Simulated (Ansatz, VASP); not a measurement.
**MnO2: VASP beside Ansatz**

```
CELL_PARAMETERS angstrom
4.39830 0.00000 0.00000
0.00000 4.39830 0.00000
0.00000 0.00000 2.87300
ATOMIC_POSITIONS crystal
Mn 0.00000 0.00000 0.00000
Mn 0.50000 0.50000 0.50000
O 0.30515 0.30515 0.00000
O 0.19485 0.80515 0.50000
O 0.69485 0.69485 0.00000
O 0.80515 0.19485 0.50000
```

Alike in both runs: task single point; functional PBE; k mesh 5 × 5 × 7; occupations fermi-dirac, width 0.02 eV; no spin polarisation.

```csv
,VASP,Ansatz
version,VASP 6.6.1,Ansatz 0.2.0
potentials or method,"VASP PAW PBE potentials, release 64 (Mn_pv, O), cutoff 520 eV","PAW, plane waves, scalar-relativistic"
valence electrons in the cell,50,54
```

|  | VASP | Ansatz | Ansatz less VASP |
| --- | --- | --- | --- |
| pressure (GPa) | -5.4 | -6.4 | -0.93 |
| traceless stress, the component that is largest in VASP (GPa) | -4.29 | -4.66 | -0.363 |
| rms of the force components (eV/Å) | 0.160 | 0.148 | -0.0122 |

Atom by atom the forces differ by 0.012 eV/Å (rms over components). VASP's potentials hold 50 valence electrons a cell and Ansatz's 54, so a difference there can come from the potentials and not from the codes.
